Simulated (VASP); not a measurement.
A run of VASP 6.6.1 is set up as follows.

INCAR

```
SYSTEM = YBRh3
PREC = Accurate ; ENCUT = 520
EDIFF = 1E-6 ; ISMEAR = 0
SIGMA = 0.1 ; LREAL = .FALSE.
LASPH = .TRUE. ; NELM = 100
ALGO = Normal ; ISIF = 2
LWAVE = .FALSE. ; LCHARG = .FALSE.
GGA = PS ; NBANDS = 38
```

The input KPOINTS:

```
Automatic mesh
0
G
  4 4 4
  0 0 0
```

POSCAR

```
YBRh3
1.0
    4.1571482342      0.0000000000      0.0000000000
    0.0000000000      4.1571482342      0.0000000000
    0.0000000000      0.0000000000      4.1571482342
Y B Rh
1 1 3
Direct
    0.0038100000      0.9972500000      0.9890200000
    0.5076800000      0.4881100000      0.4596300000
    0.0200600000      0.4765300000      0.4618400000
    0.4963100000      0.9776800000      0.5141600000
    0.5208700000      0.5158400000      0.9844900000
```

Potentials or basis: VASP PAW PBE potentials, release 64 (Y_sv, B, Rh_pv).

Run with:

```bash
$ cat potpaw_PBE.64/Y_sv/POTCAR potpaw_PBE.64/B/POTCAR potpaw_PBE.64/Rh_pv/POTCAR > POTCAR
$ mpirun -np 1 vasp_std > vasp.out
```

Problem. Predict the largest force.

Solution. 1.466 eV/Å.

Problem. What does it give for the pressure?

Solution. 0.7 GPa.

Stress tensor (GPa, compression positive):
```
 0.09  0.14 -0.11
 0.14  0.07 -0.75
-0.11 -0.75  1.84
```

Caveat: the k points lie up to 0.38 Å⁻¹ apart; the PAW data sets were made with another functional, which shifts forces and pressure a little.
